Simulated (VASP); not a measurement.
Here is a VASP 6.6.1 calculation.

INCAR

```
SYSTEM = HfC
PREC = Accurate
ENCUT = 520
EDIFF = 1E-6
ISMEAR = 0
SIGMA = 0.15
LREAL = .False.
LASPH = .True.
NELM = 100
ALGO = Normal
ISIF = 2
LWAVE = .False.
LCHARG = .False.
GGA = PS
NBANDS = 14
```

Contents of KPOINTS:

```
Automatic mesh
0
Gamma
  18 18 18
  0 0 0
```

POSCAR

```
HfC
1.0
    0.0000000000      2.3250000000      2.3250000000
    2.3250000000      0.0000000000      2.3250000000
    2.3250000000      2.3250000000      0.0000000000
Hf C
1 1
Direct
    0.5000000000      0.5000000000      0.5000000000
   -0.0483870968     -0.0483870968      0.0483870968
```

Potentials or basis: VASP PAW PBE potentials, release 64 (Hf_pv, C).

Run with:

```bash
$ cat potpaw_PBE.64/Hf_pv/POTCAR potpaw_PBE.64/C/POTCAR > POTCAR
$ mpirun -np 1 vasp_std > vasp.out
```

Estimate the band gap on the k mesh.

zero (band 7 reaches 6.29 eV, above the bottom of band 8 at 5.25 eV).

What does it give for the largest force?

2.027 eV/Å.

Stress tensor (GPa, compression positive):
```
-7.61  0.00  0.00
 0.00 -7.61  0.00
 0.00  0.00  8.73
```

Caveat: the cell differs from its parent crystal (atom 2 (C) moved by (+0.000, -0.225) A along [1 1 0] and z); the PAW data sets were made with another functional, which shifts forces and pressure a little; spin-orbit coupling is left out, which moves the levels of the heavy elements.
